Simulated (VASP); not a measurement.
## LaH3: relaxation of cell and atoms with PBEsol

Crystal: LaH3.

```
CELL_PARAMETERS angstrom
0.00000 2.78648 2.78648
2.78648 0.00000 2.78648
2.78648 2.78648 0.00000
ATOMIC_POSITIONS crystal
La 0.00000 0.00000 0.00000
H 0.50000 0.50000 0.50000
H 0.75000 0.75000 0.75000
H 0.25000 0.25000 0.25000
```

```json
{"Program": "VASP 6.6.1", "Task": "relaxation of cell and atoms", "Functional": "PBEsol", "Potentials or basis": "VASP PAW PBE potentials, release 64 (La, H)", "Cutoff": "500 eV", "k mesh": "7 × 7 × 7", "Occupations": "fermi-dirac, width 0.05 eV", "Spin": "no spin polarisation", "Dipole correction": "no", "Further INCAR settings": "ALGO = Normal; EDIFF = 1e-07; IBRION = 2; EDIFFG = -0.005; NSW = 80; ISIF = 3"}
```

```yaml
Relaxed_volume: 10.38 Å³/atom
Relaxed_cell: a = 3.887 Å, b = 3.887 Å, c = 3.887 Å, α = 60.00°, β = 60.00°, γ = 60.00°
Space_group_after_relaxing_to_0.1_Å: Fm-3m (No. 225)
Energy_gained_by_relaxing: 4.6 meV/atom
Ionic_steps: 3
Pressure_after_relaxing: 0.0 GPa
Band_gap_on_the_k_mesh: zero (bands 7 and 8 overlap by 0.13 eV)
```

Step by step:
```
step  energy change (eV)  largest force (eV/Å)  pressure (GPa)  volume (Å³)
   1              0.0000                0.0000           -3.29        43.27
   2             -0.0176                0.0000           -0.74        41.89
   3             -0.0185                0.0000           -0.02        41.54
```

Final structure:
```xyz
4
Lattice="0.0000 2.7488 2.7488 2.7488 0.0000 2.7488 2.7488 2.7488 0.0000" Properties=species:S:1:pos:R:3 pbc="T T T"
La    0.0000    0.0000    0.0000
H     2.7488    2.7488    2.7488
H     4.1231    4.1231    4.1231
H     1.3744    1.3744    1.3744
```

Levels at points of the mesh, in eV from the Fermi level:
```csv
k point,band 5,band 6,band 7,band 8,band 9,band 10
"(0.00, 0.00, 0.00)",-8.16,-2.99,0.27,0.27,0.27,0.61
```

It took 80 s on 1 thread of AMD EPYC 7R43 64-Core Processor (Zen 3), with other jobs on the host, peak memory 0.15 GiB.

Caveat: the PAW data sets were made with another functional, which shifts forces and pressure a little; spin-orbit coupling is left out, which moves the levels of the heavy elements.
